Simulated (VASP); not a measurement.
A run of VASP 6.6.1:

File INCAR:

```
SYSTEM = B2F
ALGO = Normal
EDIFF = 1E-6
EDIFFG = -0.04
ENCUT = 600
GGA = PE
IBRION = 2
ISIF = 3
ISMEAR = 0
LASPH = .True.
LCHARG = .False.
LREAL = .False.
LWAVE = .False.
NELM = 60
NSW = 90
PREC = Accurate
SIGMA = 0.1
```

Contents of KPOINTS:

```
k-points
0
Gamma
  6 6 4
  0 0 0
```

Contents of POSCAR:

```
B2F
1.0
    2.5690699700      0.0000000000      0.0000000000
   -1.2845349900      2.2248798600      0.0000000000
    0.0000000000      0.0000000000      4.9085107400
B F
2 1
Direct
    0.0000000000      0.0000000000      0.7440564900
    0.0000000000      0.0000000000      0.2559435100
    0.0000000000      0.0000000000      0.0000000000
```

Potentials or basis: VASP PAW PBE potentials, release 64 (B, F).

Launch:

```console
$ cat potpaw_PBE.64/B/POTCAR potpaw_PBE.64/F/POTCAR > POTCAR
$ mpirun -np 1 vasp_std > vasp.out
```

Hardware: 1 thread of Intel(R) Xeon(R) Platinum 8259CL CPU @ 2.50GHz (Skylake/Cascade Lake), on a shared host.

Problem. Estimate the wall time of this run.

Solution. It took 83 s on 1 thread of Intel(R) Xeon(R) Platinum 8259CL CPU @ 2.50GHz (Skylake/Cascade Lake), on a shared host, peak memory 0.15 GiB. Counts: scf iterations 125, k points 21, ion steps 15.
